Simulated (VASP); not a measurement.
# Pt in VASP: notebook

Runs on Pt. Level: PBE. Tasks: single point.

Program: VASP 6.6.1. These are calculated values, not measurements. Logs are shortened: lines on timing, memory, paths and dates and some standing lists are left out, and cuts for length are marked.

### 1 The cell of the first run

The cell holds a slab with vacuum, 1 atom: a = 2.808 Å, b = 2.808 Å, c = 16.000 Å, α = 90.00°, β = 90.00°, γ = 90.00°.

### 2 Single point, PBE

INCAR

```
SYSTEM = Pt
PREC = Accurate
ENCUT = 520
EDIFF = 1E-6
ISMEAR = -1
SIGMA = 0.08
LREAL = .False.
LASPH = .True.
NELM = 60
ALGO = Normal
ISIF = 2
LWAVE = .False.
LCHARG = .True.
LDIPOL = .True.
IDIPOL = 3
DIPOL = 0.5 0.5 0.500
GGA = PE
LELF = .True.
LVHAR = .True.
LVACPOTAV = .True.
NBANDS = 11
```

KPOINTS

```
Automatic mesh
0
Gamma
  12 12 1
  0 0 0
```

POSCAR

```
Pt
1.0
    2.8080030019      0.0000000000      0.0000000000
    0.0000000000      2.8080030019      0.0000000000
    0.0000000000      0.0000000000     16.0000000000
Pt
1
Direct
    0.0000000000      0.0000000000      0.5000000000
```

Potentials or basis: VASP PAW PBE potentials, release 64 (Pt).

Run with:

```bash
cat potpaw_PBE.64/Pt/POTCAR > POTCAR
mpirun -np 1 vasp_std > vasp.out
```

OUTCAR:

```text
SYSTEM = Pt
   PREC = Accurate
   ENCUT = 520
   EDIFF = 1E-6
   ISMEAR = -1
   LREAL = .False.
   LASPH = .True.
   NELM = 60
   ISIF = 2
   GGA = PE

 ion  position               nearest neighbor table
   1  0.000  0.000  0.500-

  LATTYP: Found a simple tetragonal cell.
 ALAT       =     2.8080030019
 C/A-ratio  =     5.6979996065

  Lattice vectors:

 A1 = (   2.8080030019,   0.0000000000,   0.0000000000)
 A2 = (   0.0000000000,   2.8080030019,   0.0000000000)
 A3 = (   0.0000000000,   0.0000000000,  16.0000000000)

Analysis of symmetry for initial positions (statically):
=====================================================================
 Subroutine PRICEL returns:
 Original cell was already a primitive cell.

 Routine SETGRP: Setting up the symmetry group for a
 simple tetragonal supercell.

 Subroutine GETGRP returns: Found 16 space group operations
 (whereof 16 operations were pure point group operations)
 out of a pool of 16 trial point group operations.

The static configuration has the point symmetry D_4h.

Analysis of symmetry for dynamics (positions and initial velocities):
=====================================================================
 Subroutine PRICEL returns:
 Original cell was already a primitive cell.

 Routine SETGRP: Setting up the symmetry group for a
 simple tetragonal supercell.

 Subroutine GETGRP returns: Found 16 space group operations
 (whereof 16 operations were pure point group operations)
 out of a pool of 16 trial point group operations.

The dynamic configuration has the point symmetry D_4h.

 Subroutine INISYM returns: Found 16 space group operations
 (whereof 16 operations are pure point group operations),
 and found     1 'primitive' translations

----------------------------------------------------------------------------------------

                                     Primitive cell

  volume of cell :     126.1581

  direct lattice vectors                    reciprocal lattice vectors
     2.808003002  0.000000000  0.000000000     0.356124975  0.000000000  0.000000000
     0.000000000  2.808003002  0.000000000     0.000000000  0.356124975  0.000000000
     0.000000000  0.000000000 16.000000000     0.000000000  0.000000000  0.062500000

  length of vectors
     2.808003002  2.808003002 16.000000000     0.356124975  0.356124975  0.062500000

  position of ions in fractional coordinates (direct lattice)
     0.000000000  0.000000000  0.500000000

  ion indices of the primitive-cell ions
   primitive index   ion index
                 1           1

----------------------------------------------------------------------------------------

 KPOINTS: Automatic mesh

Automatic generation of k-mesh.
 Grid dimensions read from file:
 generate k-points for:   12   12    1

 Generating k-lattice:

  Cartesian coordinates                     Fractional coordinates (reciprocal lattice)
     0.029677081  0.000000000  0.000000000     0.083333333  0.000000000  0.000000000
     0.000000000  0.029677081  0.000000000     0.000000000  0.083333333  0.000000000
     0.000000000  0.000000000  0.062500000     0.000000000  0.000000000  1.000000000

  Length of vectors
     0.029677081  0.029677081  0.062500000

  Shift w.r.t. Gamma in fractional coordinates (k-lattice)
     0.000000000  0.000000000  0.000000000

 Subroutine IBZKPT returns following result:
 ===========================================

 Found     28 irreducible k-points:

 Following reciprocal coordinates:
            Coordinates               Weight
  0.000000  0.000000  0.000000      1.000000
  0.083333  0.000000  0.000000      4.000000
  0.166667  0.000000  0.000000      4.000000
  0.250000  0.000000  0.000000      4.000000
  0.333333  0.000000  0.000000      4.000000
  0.416667  0.000000  0.000000      4.000000
[... 16 lines left out ...]
  0.333333  0.333333  0.000000      4.000000
  0.416667  0.333333  0.000000      8.000000
 [... further k-points ...]
   k-points           NKPTS =     28   k-points in BZ     NKDIM =     28   number of bands    NBANDS=     11
   number of dos      NEDOS =    301   number of ions     NIONS =      1
   total plane-waves  NPLWV =  69120
   dimension x,y,z NGX =    24 NGY =   24 NGZ =  120
   dimension x,y,z NGXF=    48 NGYF=   48 NGZF=  240
   ions per type =               1
   NGX,Y,Z   is equivalent  to a cutoff of  14.21, 14.21, 12.47 a.u.
   NGXF,Y,Z  is equivalent  to a cutoff of  28.42, 28.42, 24.94 a.u.
 SYSTEM =  Pt
   PREC   = accura    normal or accurate (medium, high low for compatibility)
   ISTART =      0    job   : 0-new  1-cont  2-samecut
   ICHARG =      2    charge: 1-file 2-atom 10-const
   ISPIN  =      1    spin polarized calculation?
   LNONCOLLINEAR =      F non collinear calculations
   LSORBIT =      F    spin-orbit coupling
   LASPH  =      T    aspherical Exc in radial PAW
   ENCUT  =  520.0 eV  38.22 Ry    6.18 a.u.   5.22  5.22 29.75*2*pi/ulx,y,z
   NELM   =     60;   NELMIN=  2; NELMDL= -5     # of ELM steps
   EDIFF  = 0.1E-05   stopping-criterion for ELM
   LREAL  =      F    real-space projection
   EDIFFG = 0.1E-04   stopping-criterion for IOM
   NSW    =      0    number of steps for IOM
   IBRION =     -1    ionic relax: 0-MD 1-quasi-New 2-CG
   NFREE  =      0    steps in history (QN), initial steepest desc. (CG)
   ISIF   =      2    stress and relaxation
   ISYM   =      2    0-nonsym 1-usesym 2-fastsym
   POTIM  = 0.5000    time-step for ionic-motion
   TEBEG  =    0.0;   TEEND  =   0.0 temperature during run
   PSTRESS=    0.0 pullay stress
   NELECT =      10.0000    total number of electrons
   NUPDOWN=      -1.0000    fix difference up-down
   EMIN   =  10.00;   EMAX   =-10.00  energy-range for DOS
   EFERMI =   0.00;   METHOD = LEGACY
   ISMEAR =    -1;   SIGMA  =   0.08  broadening in eV -4-tet -1-fermi 0-gaus
   EFERMI_NEDOS =   21; number of points for ismear=-14 and -15
   IALGO  =     38    algorithm
   IMIX   =      4    mixing-type and parameters
     AMIX     =   0.40;   BMIX     =  1.00
     AMIX_MAG =   1.60;   BMIX_MAG =  1.00
  volume/ion in A,a.u.               =     126.16       851.36
  Fermi-wavevector in a.u.,A,eV,Ry     =   0.703239  1.328930  6.728700  0.494545
  Thomas-Fermi vector in A             =   1.788156
   LORBIT       =      0    0 simple, 1 ext, 2 COOP (PROOUT), +10 PAW based schemes
   GGA     = PE    functional components
   LHFCALC =     F    Hartree Fock is set to
   AEXX    =    0.0000 exact exchange contribution
   IVDW    =     0    specifies the selected vdW correction
   LEPSILON=     F    determine dielectric tensor
   LRPA    =     F    only Hartree local field effects (RPA)
 non-spin polarized calculation
  energy-cutoff  :      520.00
  volume of cell :      126.16
 maximum number of plane-waves:      3435
 NGX is ok and might be reduce to    24
   NGX = 11   NGY = 11   NGZ = 59

 number of electron      10.0000001 magnetization

 dipolmoment           0.000000      0.000000     -0.000000 electrons x Angstroem

 Free energy of the ion-electron system (eV)
  ---------------------------------------------------
  ext. energy  EPLUGINS =         0.00000000
  ---------------------------------------------------
  free energy    TOTEN  =        -4.19089366 eV

  energy without entropy =       -4.11670804  energy(sigma->0) =       -4.15380085

 E-fermi :  -4.3538     XC(G=0):  -2.7811

 val. band max:       -4.3561804496   @ k =   0.0833   0.0000   0.0000
 cond. band min:      -4.3485289310   @ k =   0.4167   0.0833   0.0000
 fundamental gap:      0.0076515186
 Fermi energy:        -4.3537504457

 k-point     1 :       0.0000    0.0000    0.0000
  band No.  band energies     occupation
      1      -9.3262      2.00000
      2      -8.0631      2.00000
      3      -5.5630      2.00000
      4      -4.3697      1.09934
      5      -4.3697      1.09934
      6      -3.9172      0.00850
      7      -1.6880      0.00000
      8       1.7286      0.00000
      9       2.5107      0.00000
     10       2.8962      0.00000
     11       5.0462      0.00000

 k-point     2 :       0.0833    0.0000    0.0000
  band No.  band energies     occupation
      1      -9.1489      2.00000
      2      -7.9512      2.00000
      3      -5.5188      2.00000
      4      -4.6205      1.93120
      5      -4.3562      1.01519
      6      -4.0270      0.03310
      7      -1.4010      0.00000
      8       1.8556      0.00000
      9       2.6563      0.00000
     10       3.0220      0.00000
     11       5.1944      0.00000

 k-point     3 :       0.1667    0.0000    0.0000
  band No.  band energies     occupation
      1      -8.7302      2.00000
      2      -7.5252      2.00000
      3      -5.3934      2.00000
      4      -5.1598      1.99992
      5      -4.3191      0.78654
      6      -4.3139      0.75616
      7      -0.7251      0.00000
      8       2.2366      0.00000
      9       3.0846      0.00000
     10       3.3999      0.00000
     11       5.6289      0.00000

 k-point     4 :       0.2500    0.0000    0.0000
  band No.  band energies     occupation
      1      -8.3423      2.00000
      2      -6.5830      2.00000
      3      -5.7280      2.00000
      4      -5.2087      1.99995
      5      -4.6791      1.96632
      6      -4.2678      0.50927
      7       0.1456      0.00000
      8       2.8715      0.00000
      9       3.7750      0.00000
     10       4.0304      0.00000
     11       5.9440      0.00000
[... 239 lines left out ...]
 k-point    22 :       0.5000    0.2500    0.0000
  band No.  band energies     occupation
      1      -6.9389      2.00000
      2      -6.3467      2.00000
      3      -5.8031      2.00000
      4      -5.2447      1.99997
      5      -4.5762      1.88330
      6       0.2013      0.00000
      7       0.2109      0.00000
      8       4.5223      0.00000
      9       6.5213      0.00000
     10       7.4172      0.00000
     11       7.5947      0.00000

 k-point    23 :       0.3333    0.3333    0.0000
  band No.  band energies     occupation
      1      -7.1046      2.00000
      2      -5.9379      2.00000
      3      -5.6834      2.00000
      4      -4.9256      1.99843
      5      -4.7919      1.99167
      6      -2.9040      0.00000
      7       3.7246      0.00000
      8       5.2270      0.00000
      9       5.7902      0.00000
     10       6.8720      0.00000
     11       6.9290      0.00000

 k-point    24 :       0.4167    0.3333    0.0000
  band No.  band energies     occupation
      1      -7.3725      2.00000
      2      -6.1199      2.00000
      3      -5.7032      2.00000
      4      -4.7518      1.98628
      5      -4.3573      1.02219
      6      -1.2755      0.00000
      7       3.2626      0.00000
      8       4.8248      0.00000
      9       6.9424      0.00000
     10       7.7595      0.00000
     11       7.8346      0.00000

 [... further k-points ...]

------------------------ aborting loop because EDIFF is reached ----------------------------------------

  FORCE on cell =-STRESS in cart. coord.  units (eV):
  Direction    XX          YY          ZZ          XY          YZ          ZX
  --------------------------------------------------------------------------------------
  -------------------------------------------------------------------------------------
  Total       -4.4913255     -4.4913255     -0.0133336      0.0000000      0.0000000      0.0000000
  in kB      -57.0387490    -57.0387490     -0.1693338      0.0000000      0.0000000      0.0000000
  external PRESSURE =     -38.0822773 kB  Pullay stress =       0.0000000 kB

 VOLUME and BASIS-vectors are now :
 -----------------------------------------------------------------------------
  energy-cutoff  :      520.00
  volume of cell :      126.16
      direct lattice vectors                 reciprocal lattice vectors
     2.808003002  0.000000000  0.000000000     0.356124975  0.000000000  0.000000000
     0.000000000  2.808003002  0.000000000     0.000000000  0.356124975  0.000000000
     0.000000000  0.000000000 16.000000000     0.000000000  0.000000000  0.062500000

 POSITION                                       TOTAL-FORCE (eV/Angst)
 -----------------------------------------------------------------------------------
      0.00000      0.00000      8.00000         0.000000      0.000000      0.000000
 -----------------------------------------------------------------------------------
    total drift:                                0.000000      0.000000     -0.000000

  FREE ENERGIE OF THE ION-ELECTRON SYSTEM (eV)
  ---------------------------------------------------
  free  energy   TOTEN  =        -4.1908936592 eV

  energy  without entropy=       -4.1167080420  energy(sigma->0) =       -4.15380085

 vacuum level on the upper side and lower side of the slab         2.033         2.033
```

Wall time 49 s (1 thread of Intel Xeon 8259CL, shared host); peak memory 0.24 GiB.

Results:

```yaml
Free_energy: -4.1909 eV
Band_gap_on_the_k_mesh: zero (bands 5 and 6 overlap by 2.06 eV)
```

Levels at points of the mesh, in eV from the Fermi level:
```
           k point  band 1  band 2  band 3  band 4  band 5  band 6  band 7  band 8  band 9  band 10
(0.00, 0.00, 0.00)   -4.97   -3.71   -1.21   -0.02   -0.02    0.44    2.67    6.08    6.86     7.25
(0.50, 0.00, 0.00)   -3.50   -2.25   -0.98   -0.47    0.19    2.34    4.19    7.06    9.98    10.55
(0.50, 0.50, 0.00)   -3.57   -1.72   -1.72   -0.09    1.58    6.64    6.64    8.75   11.71    12.53
```

Caveat: spin-orbit coupling is left out, which moves the levels of the heavy elements.

### 3 Single point, PBE

INCAR

```
SYSTEM = Pt
PREC = Accurate ; ENCUT = 520
EDIFF = 1E-6 ; ISMEAR = -1
SIGMA = 0.08 ; LREAL = .FALSE.
LASPH = .TRUE. ; NELM = 60
ALGO = Normal ; ISIF = 2
LWAVE = .FALSE. ; LCHARG = .FALSE.
LDIPOL = .TRUE. ; IDIPOL = 3
DIPOL = 0.5 0.5 0.500 ; GGA = PE
NBANDS = 11 ; EFIELD = -0.3
```

KPOINTS

```
regular mesh
0
G
  12 12 1
  0 0 0
```

POSCAR is that of step 2.

Potentials or basis: VASP PAW PBE potentials, release 64 (Pt).

Run with:

```bash
cat potpaw_PBE.64/Pt/POTCAR > POTCAR
mpirun -np 1 vasp_std > vasp.out
```

It took 62 s on 1 thread of Intel Xeon 8259CL, shared host; peak memory 0.24 GiB.

The run converged. Its results:

- Free energy: -4.1966 eV
- Band gap on the k mesh: zero (bands 5 and 6 overlap by 2.06 eV)

Levels at points of the mesh, in eV from the Fermi level:
```
           k point  band 1  band 2  band 3  band 4  band 5  band 6  band 7  band 8  band 9  band 10
(0.00, 0.00, 0.00)   -4.97   -3.71   -1.21   -0.02   -0.02    0.44    2.66    5.48    6.88     7.38
(0.50, 0.00, 0.00)   -3.50   -2.25   -0.98   -0.47    0.19    2.34    4.19    7.05    9.68    10.22
(0.50, 0.50, 0.00)   -3.57   -1.72   -1.72   -0.09    1.58    6.64    6.64    8.75   11.70    12.49
```

Caveat: spin-orbit coupling is left out, which moves the levels of the heavy elements.
